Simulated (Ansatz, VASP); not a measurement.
**Mo: VASP beside Ansatz**

```xyz
1
Lattice="-1.5879 1.5879 1.5879 1.5879 -1.5879 1.5879 1.5879 1.5879 -1.5879" Properties=species:S:1:pos:R:3 pbc="T T T"
Mo    0.0000    0.0000    0.0000
```

Alike in both runs: functional PBE; k mesh 18 × 18 × 18; occupations fermi-dirac, width 0.05 eV; no spin polarisation.

Ansatz relaxed the structure, and its values are those at the end. VASP's run is a single point on that final structure, the one shown.

|  | VASP | Ansatz |
| --- | --- | --- |
| version | VASP 6.6.1 | Ansatz 0.2.0 |
| potentials or method | VASP PAW PBE potentials, release 64 (Mo_sv), cutoff 520 eV | all-electron LAPW, non-relativistic |

Ansatz gave:

```
pressure (GPa) : 0.0
```

Task: Which values does VASP return?

Result: Pressure (GPa): -3.1.

Ansatz ran all-electron here, and VASP with PAW potentials.
